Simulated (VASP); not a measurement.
Write the native input for VASP 6.6.1 that does the following.

```yaml
Task: single point
Functional: r2SCAN
Potentials_or_basis: VASP PAW PBE potentials, release 64 (Cl, Bi_d, Ag)
Cutoff: 520 eV
k_mesh: 4 × 4 × 4
Occupations: fermi-dirac, width 0.1 eV
Spin: no spin polarisation
Dipole_correction: no
Further_INCAR_settings: ALGO = Normal; EDIFF = 1e-06; NBANDS = 50
```

Crystal: AgBiCl2.

```
CELL_PARAMETERS angstrom
-3.77607 3.77607 3.46819
3.77607 -3.77607 3.46819
3.77607 3.77607 -3.46819
ATOMIC_POSITIONS crystal
Cl 0.68200 0.18200 0.86400
Cl 0.18200 0.31800 0.50000
Cl 0.31800 0.81800 0.13600
Cl 0.81800 0.68200 0.50000
Bi 0.25000 0.25000 0.00000
Bi 0.75000 0.75000 0.00000
Ag 0.25000 0.75000 0.50000
Ag 0.75000 0.25000 0.50000
```

The input as run:

POSCAR

```
AgBiCl2
1.0
   -3.7760700000      3.7760700000      3.4681890000
    3.7760700000     -3.7760700000      3.4681890000
    3.7760700000      3.7760700000     -3.4681890000
Cl Bi Ag
4 2 2
Direct
    0.6820000000      0.1820000000      0.8640000000
    0.1820000000      0.3180000000      0.5000000000
    0.3180000000      0.8180000000      0.1360000000
    0.8180000000      0.6820000000      0.5000000000
    0.2500000000      0.2500000000      0.0000000000
    0.7500000000      0.7500000000      0.0000000000
    0.2500000000      0.7500000000      0.5000000000
    0.7500000000      0.2500000000      0.5000000000
```

INCAR.step1

```
SYSTEM = AgBiCl2
PREC     = Accurate       ! precision mode
ENCUT    = 520            ! plane-wave cutoff, eV
ISMEAR   = -1             ! smearing method
SIGMA    = 0.1            ! smearing width, eV
LREAL    = .FALSE.        ! projectors in reciprocal space
LASPH    = .TRUE.         ! aspherical terms in the spheres
NELM     = 100            ! most SCF steps
NBANDS   = 50             ! bands
GGA      = PE             ! functional
ALGO     = Normal         ! electronic algorithm
EDIFF    = 1E-4           ! SCF threshold, eV
LWAVE    = .TRUE.         ! write WAVECAR
LCHARG   = .FALSE.        ! write CHGCAR
```

INCAR.step2

```
SYSTEM = AgBiCl2
PREC     = Accurate       ! precision mode
ENCUT    = 520            ! plane-wave cutoff, eV
EDIFF    = 1E-6           ! SCF threshold, eV
ISMEAR   = -1             ! smearing method
SIGMA    = 0.1            ! smearing width, eV
LREAL    = .FALSE.        ! projectors in reciprocal space
LASPH    = .TRUE.         ! aspherical terms in the spheres
NELM     = 100            ! most SCF steps
ALGO     = Normal         ! electronic algorithm
ISIF     = 2              ! what is computed and relaxed
LWAVE    = .FALSE.        ! write WAVECAR
LCHARG   = .FALSE.        ! write CHGCAR
METAGGA  = R2SCAN         ! meta-GGA
LMIXTAU  = .TRUE.       
NBANDS   = 50             ! bands
ISTART   = 1
```

KPOINTS

```
Automatic mesh
0
G
  4 4 4
  0 0 0
```

Potentials or basis: VASP PAW PBE potentials, release 64 (Cl, Bi_d, Ag).

The run is started by

```console
$ cat potpaw_PBE.64/Cl/POTCAR potpaw_PBE.64/Bi_d/POTCAR potpaw_PBE.64/Ag/POTCAR > POTCAR
$ cp INCAR.step1 INCAR
$ mpirun -np 1 vasp_std > vasp.out
$ cp INCAR.step2 INCAR
$ mpirun -np 1 vasp_std > vasp.out
```

It gave:

The pressure is 0.3 GPa, the largest force is 0.120 eV/Å and the band gap on the k mesh is zero (bands 40 and 41 overlap by 1.58 eV).

Caveat: the PAW data sets were made with another functional, which shifts forces and pressure a little; spin-orbit coupling is left out, which moves the levels of the heavy elements.

It took 12 min on 1 thread of Intel(R) Xeon(R) Platinum 8259CL CPU @ 2.50GHz (Skylake/Cascade Lake) (shared host), peak memory 0.43 GiB.
